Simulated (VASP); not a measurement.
SnTe: single point with PBEsol

Crystal: SnTe.

```xyz
2
Lattice="0.0000 3.2196 3.1565 3.1565 0.0000 3.1565 3.1565 3.2196 0.0000" Properties=species:S:1:pos:R:3 pbc="T T T"
Sn    0.0000    0.0000    0.0000
Te    3.1565    3.2196    3.1565
```

This cell differs from its parent crystal: strain +0.0200 x Voigt [0, 1, 0, 0, 0, 0].

* Program: VASP 6.6.1
* Task: single point
* Functional: PBEsol
* Potentials or basis: VASP PAW PBE potentials, release 64 (Sn_d, Te)
* Cutoff: 520 eV
* k mesh: 10 × 10 × 10
* Occupations: gaussian, width 0.03 eV
* Spin: no spin polarisation

```json
{
 "Pressure": "-1.4 GPa",
 "Band gap on the k mesh": "0.09 eV"
}
```

Stress tensor (GPa, compression positive):
```
-0.63  0.00  0.00
 0.00 -2.85  0.00
 0.00  0.00 -0.63
```

Levels at points of the mesh, in eV from the valence-band top:
| k point | band 8 | band 9 | band 10 | band 11 | band 12 | band 13 |
| --- | --- | --- | --- | --- | --- | --- |
| (0.00, 0.00, 0.00) | -2.09 | -2.09 | -1.88 | 3.02 | 3.48 | 3.48 |
| (0.50, 0.00, 0.00) | -1.71 | -1.66 | 0.00 | 0.09 | 0.41 | 0.47 |
| (0.50, 0.50, 0.00) | -5.39 | -3.70 | -3.48 | 2.23 | 4.56 | 5.07 |
| (0.50, 0.00, 0.50) | -5.35 | -3.55 | -3.55 | 2.28 | 4.90 | 4.90 |

It took 2.4 min on 1 thread of Intel Xeon 8259CL, on a shared host, peak memory 0.28 GiB.

Caveat: the cell differs from its parent crystal (strain +0.0200 x Voigt [0, 1, 0, 0, 0, 0]); the PAW data sets were made with another functional, which shifts forces and pressure a little; spin-orbit coupling is left out, which moves the levels of the heavy elements. A k mesh can miss the band edges.
